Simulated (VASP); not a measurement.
Set up this calculation in VASP 6.6.1, as the native input.

* Task: relaxation of cell and atoms
* Functional: LDA
* Potentials or basis: VASP PAW LDA potentials, release 64 (Zn, Tc_pv)
* Cutoff: 500 eV
* k mesh: 6 × 6 × 6
* Occupations: fermi-dirac, width 0.1 eV
* Spin: no spin polarisation
* Dipole correction: no
* Further INCAR settings: ALGO = Normal; EDIFF = 1e-07; IBRION = 2; EDIFFG = -0.01; NSW = 80; ISIF = 3

The structure of ZnTc lies in POSCAR:

```
ZnTc
1.0
    0.0000000000      3.8950000000      3.8950000000
    3.8950000000      0.0000000000      3.8950000000
    3.8950000000      3.8950000000      0.0000000000
Zn Tc
4 4
Direct
    0.0000000000      0.0000000000      0.0000000000
    0.0000000000      0.5000000000      0.0000000000
    0.0000000000      0.5000000000      0.5000000000
    0.5000000000      0.5000000000      0.0000000000
    0.0000000000      0.0000000000      0.5000000000
    0.5000000000      0.0000000000      0.0000000000
    0.5000000000      0.0000000000      0.5000000000
    0.5000000000      0.5000000000      0.5000000000
```

One way to write it, as run:

INCAR

```
SYSTEM = ZnTc
ALGO = Normal ; EDIFF = 1E-7
EDIFFG = -0.01 ; ENCUT = 500
GGA = CA ; GGA_COMPAT = .FALSE.
IBRION = 2 ; ISIF = 3
ISMEAR = -1 ; LASPH = .TRUE.
LCHARG = .FALSE. ; LREAL = .FALSE.
LWAVE = .FALSE. ; NELM = 120
NELMIN = 4 ; NSW = 80
PREC = Accurate ; SIGMA = 0.1
```

KPOINTS

```
k-points
0
G
  6 6 6
  0 0 0
```

Potentials or basis: VASP PAW LDA potentials, release 64 (Zn, Tc_pv).

Launch:

```sh
$ cat potpaw_LDA.64/Zn/POTCAR potpaw_LDA.64/Tc_pv/POTCAR > POTCAR
$ mpirun -np 1 vasp_std > vasp.out
```

It gave:

| Quantity | Value |
| --- | --- |
| Relaxed volume | 13.37 Å³/atom |
| Relaxed cell | a = 5.328 Å, b = 5.328 Å, c = 5.328 Å, α = 60.00°, β = 60.00°, γ = 60.00° |
| Space group after relaxing (to 0.1 Å) | Fd-3m (No. 227) |
| Energy gained by relaxing | 87.4 meV/atom |
| Ionic steps | 7 |
| Pressure after relaxing | 0.0 GPa |
| Band gap on the k mesh | zero (bands 50 and 51 overlap by 0.91 eV) |

It took 4.8 min on 1 thread of Intel(R) Xeon(R) 6975P-C (Granite Rapids), on a shared host, peak memory 0.24 GiB.
